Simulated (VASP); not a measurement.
Set up this calculation in VASP 6.6.1, as the native input.

```yaml
Task: single point
Functional: PBE0
Potentials_or_basis: VASP PAW PBE potentials, release 64 (As)
Cutoff: 520 eV
k_mesh: 6 × 6 × 6
Occupations: fermi-dirac, width 0.05 eV
Spin: no spin polarisation
Dipole_correction: no
Grid_for_exact_exchange_PRECFOCK: Normal
Further_INCAR_settings: ALGO = Normal; EDIFF = 1e-06; NBANDS = 8
```

Crystal: As.

```
As
1.0
     2.64849    0.00000    0.00000
     0.00000    2.64849    0.00000
     0.00000    0.00000    2.64849
As
1
Direct
  0.50000 0.50000 0.50000
```

The input as run:

POSCAR

```
As
1.0
    2.6484890792      0.0000000000      0.0000000000
    0.0000000000      2.6484890792      0.0000000000
    0.0000000000      0.0000000000      2.6484890792
As
1
Direct
    0.5000000000      0.5000000000      0.5000000000
```

INCAR.step1

```
PREC     = Accurate       # precision mode
ENCUT    = 520            # plane-wave cutoff, eV
EDIFF    = 1E-5           # SCF threshold, eV
ISMEAR   = -1             # smearing method
SIGMA    = 0.05           # smearing width, eV
LREAL    = F              # projectors in reciprocal space
LASPH    = T              # aspherical terms in the spheres
NELM     = 60             # most SCF steps
ALGO     = Normal         # electronic algorithm
ISIF     = 2              # what is computed and relaxed
LWAVE    = T              # write WAVECAR
LCHARG   = F              # write CHGCAR
GGA      = PE             # functional
NBANDS   = 8              # bands
```

INCAR.step2

```
PREC     = Accurate       # precision mode
ENCUT    = 520            # plane-wave cutoff, eV
EDIFF    = 1E-6           # SCF threshold, eV
ISMEAR   = -1             # smearing method
SIGMA    = 0.05           # smearing width, eV
LREAL    = F              # projectors in reciprocal space
LASPH    = T              # aspherical terms in the spheres
NELM     = 60             # most SCF steps
ALGO     = Normal         # electronic algorithm
ISIF     = 2              # what is computed and relaxed
LWAVE    = F              # write WAVECAR
LCHARG   = F              # write CHGCAR
GGA      = PE             # functional
LHFCALC  = T              # exact exchange
AEXX     = 0.25           # exact-exchange fraction
PRECFOCK = Normal       
ISTART   = 1            
NBANDS   = 8              # bands
```

KPOINTS

```
regular mesh
0
Gamma
  6 6 6
```

Potentials or basis: VASP PAW PBE potentials, release 64 (As).

The run is started by

```sh
$ cat potpaw_PBE.64/As/POTCAR > POTCAR
$ cp INCAR.step1 INCAR
$ mpirun -np 1 vasp_std > vasp.out
$ cp INCAR.step2 INCAR
$ mpirun -np 1 vasp_std > vasp.out
```

It gave:

* Pressure: 4.2 GPa

Caveat: the k points lie up to 0.40 Å⁻¹ apart; the PAW data sets were made with another functional, which shifts forces and pressure a little.

Run time: 62 s on 1 thread of Intel(R) Xeon(R) 6975P-C (Granite Rapids) (shared host), peak memory 0.13 GiB.
